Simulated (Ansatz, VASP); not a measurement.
**One calculation of BN, two programs**

The input INCAR:

```
ALGO = Normal
EDIFF = 1E-7
EDIFFG = -0.01
ENCUT = 600
GGA = PE
IBRION = 2
ISIF = 3
ISMEAR = 0
LASPH = True
LCHARG = False
LREAL = False
LWAVE = False
NELM = 60
NSW = 80
PREC = Accurate
SIGMA = 0.01
```

The input KPOINTS:

```
k-points
0
Gamma
  12 12 12
```

File POSCAR:

```
BN
1.0
    0.0000000000      1.8075000000      1.8075000000
    1.8075000000      0.0000000000      1.8075000000
    1.8075000000      1.8075000000      0.0000000000
B N
1 1
Direct
    0.0000000000      0.0000000000      0.0000000000
    0.2500000000      0.2500000000      0.2500000000
```

Input for Ansatz:

```yaml
crystal:
  lattice:
    - [0.0, 1.8075, 1.8075]
    - [1.8075, 0.0, 1.8075]
    - [1.8075, 1.8075, 0.0]
  atoms:
    - { symbol: B, position: [0.0, 0.0, 0.0] }
    - { symbol: "N", position: [0.25, 0.25, 0.25] }
kpoints:
  mp_grid:
    grid: [12, 12, 12]
hamiltonian:
  pseudopotentials:
    kind: paw
scf:
  occupations:
    method: fixed
relax:
  cell: {}
```

Alike in both runs: task relaxation of cell and atoms; functional PBE; k mesh 12 × 12 × 12; no spin polarisation.

```csv
,VASP,Ansatz
version,VASP 6.6.1,Ansatz 0.2.0
potentials or method,"VASP PAW PBE potentials, release 64 (B, N)","plane waves, PAW"
plane-wave cutoff (eV),600,420
occupations,"gaussian, width 0.01 eV",fixed
valence electrons in the cell,8,8
```

```csv
,VASP,Ansatz,Ansatz less VASP
relaxed volume (Å³/atom),5.95,5.95,0.000
relaxed cell length with the largest relative difference (Å),2.563,2.563,+0.0001
```
